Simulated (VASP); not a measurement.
Set up this calculation in VASP 6.6.1, as the native input.

| Quantity | Value |
| --- | --- |
| Task | single point |
| Functional | PBE-based screened hybrid with 75 % exact exchange |
| Potentials or basis | VASP PAW PBE potentials, release 64 (Sr_sv, O) |
| Cutoff | 520 eV |
| k mesh | 4 × 4 × 4 |
| Occupations | gaussian, width 0.01 eV |
| Spin | no spin polarisation |
| Dipole correction | no |
| Grid for exact exchange (PRECFOCK) | Normal |
| Share of exact exchange | 0.75 |
| Further INCAR settings | ALGO = Normal; EDIFF = 1e-07; NBANDS = 15 |
| Screening parameter | 0.2078 1/Å |

Crystal: SrO.

```
Sr O
1.0
     0.00000    2.57989    2.57989
     2.57989    0.00000    2.57989
     2.57989    2.57989    0.00000
Sr O
1 1
Direct
  0.00000 0.00000 0.00000
  0.50000 0.50000 0.50000
```

One way to write it, as run:

POSCAR

```
SrO
1.0
    0.0000000000      2.5798923271      2.5798923271
    2.5798923271      0.0000000000      2.5798923271
    2.5798923271      2.5798923271      0.0000000000
Sr O
1 1
Direct
    0.0000000000      0.0000000000      0.0000000000
    0.5000000000      0.5000000000      0.5000000000
```

INCAR.step1

```
  PREC = Accurate
  ENCUT = 520
  EDIFF = 1E-5
  ISMEAR = 0
  SIGMA = 0.01
  LREAL = F
  LASPH = T
  NELM = 60
  ALGO = Normal
  ISIF = 2
  LWAVE = T
  LCHARG = F
  GGA = PE
  NBANDS = 15
```

INCAR.step2

```
  PREC = Accurate
  ENCUT = 520
  EDIFF = 1E-7
  ISMEAR = 0
  SIGMA = 0.01
  LREAL = F
  LASPH = T
  NELM = 60
  ALGO = Normal
  ISIF = 2
  LWAVE = F
  LCHARG = F
  GGA = PE
  LHFCALC = T
  AEXX = 0.75
  HFSCREEN = 0.2078
  PRECFOCK = Normal
  ISTART = 1
  NBANDS = 15
```

KPOINTS

```
regular mesh
0
Gamma
  4 4 4
```

Potentials or basis: VASP PAW PBE potentials, release 64 (Sr_sv, O).

Launch:

```sh
$ cat potpaw_PBE.64/Sr_sv/POTCAR potpaw_PBE.64/O/POTCAR > POTCAR
$ cp INCAR.step1 INCAR
$ mpirun -np 1 vasp_std > vasp.out
$ cp INCAR.step2 INCAR
$ mpirun -np 1 vasp_std > vasp.out
```

Results of the run:

```
Pressure               : -3.9 GPa
Band gap on the k mesh : 7.96 eV (least direct gap 8.08 eV)
```

Caveat: the k points lie up to 0.53 Å⁻¹ apart; the PAW data sets were made with another functional, which shifts forces and pressure a little.

Wall time 13 min on 1 thread of Intel Xeon 8259CL, on a shared host, peak memory 0.27 GiB.
